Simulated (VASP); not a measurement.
Wanted: the native input for a VASP 6.6.1 run.

```
Task                   : single point
Functional             : PBE
Potentials or basis    : VASP PAW PBE potentials, release 64 (Al, Si, Cl)
Cutoff                 : 520 eV
k mesh                 : 12 × 12 × 10
Occupations            : gaussian, width 0.1 eV
Spin                   : no spin polarisation
Dipole correction      : no
Further INCAR settings : ALGO = Normal; EDIFF = 1e-06; NBANDS = 17
```

The structure of AlSi2Cl lies in POSCAR:

```
AlSi2Cl
1.0
    4.4853092760      0.0000000000      0.0000000000
   -2.2426546380      3.8843917768      0.0000000000
    0.0000000000      0.0000000000      5.1265550799
Al Si Cl
1 2 1
Direct
    0.0000000000      0.0000000000      0.5000000000
    0.3333333333      0.6666666667      0.5000000000
    0.6666666667      0.3333333333      0.5000000000
    0.0000000000      0.0000000000      0.0000000000
```

One way to write it, as run:

INCAR

```
PREC = Accurate
ENCUT = 520
EDIFF = 1E-6
ISMEAR = 0
SIGMA = 0.1
LREAL = False
LASPH = True
NELM = 100
ALGO = Normal
ISIF = 2
LWAVE = False
LCHARG = False
GGA = PE
NBANDS = 17
```

KPOINTS

```
regular mesh
0
Gamma
  12 12 10
```

Potentials or basis: VASP PAW PBE potentials, release 64 (Al, Si, Cl).

Run with:

```sh
$ cat potpaw_PBE.64/Al/POTCAR potpaw_PBE.64/Si/POTCAR potpaw_PBE.64/Cl/POTCAR > POTCAR
$ mpirun -np 1 vasp_std > vasp.out
```

Results of the run:

The pressure is 0.0 GPa. The band gap on the k mesh is zero (band 9 reaches 4.90 eV, above the bottom of band 10 at 2.62 eV).

Wall time 3.1 min on 1 thread of AMD EPYC 7R43 64-Core Processor (Zen 3), on a shared host, peak memory 0.28 GiB.
